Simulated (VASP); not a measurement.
Input of a VASP 6.6.1 run:

Contents of INCAR:

```
  ALGO = Normal
  EDIFF = 1E-6
  EDIFFG = -0.01
  ENCUT = 600
  GGA = PE
  IBRION = 2
  ISIF = 3
  ISMEAR = 0
  LASPH = True
  LCHARG = False
  LREAL = False
  LWAVE = False
  NELM = 80
  NSW = 100
  PREC = Accurate
  SIGMA = 0.1
```

Contents of KPOINTS:

```
k-points
0
Gamma
  12 12 12
```

File POSCAR:

```
B
1.0
    3.5210193946      2.0328614953      0.9520765013
   -3.5210193946      2.0328614953      0.9520765013
    0.0000000000     -4.0657229906      0.9520765013
B
6
Direct
    0.0061921329      0.2633609825      0.0061921329
    0.0061921329      0.0061921329      0.2633609825
    0.2633609825      0.0061921329      0.0061921329
    0.7213324902      0.3947897711      0.7213324902
    0.7213324902      0.7213324902      0.3947897711
    0.3947897711      0.7213324902      0.7213324902
```

Potentials or basis: VASP PAW PBE potentials, release 64 (B).

Launch:

```bash
$ cat potpaw_PBE.64/B/POTCAR > POTCAR
$ mpirun -np 1 vasp_std > vasp.out
```

(1) Predict the relaxed cell.

(2) Estimate the relaxed volume.

(3) Estimate the space group after relaxing (to 0.1 Å).

Results:

(1) a = 4.172 Å, b = 4.172 Å, c = 4.172 Å, α = 114.95°, β = 114.95°, γ = 114.95°.

(2) 6.80 Å³/atom.

(3) R3m (No. 160).
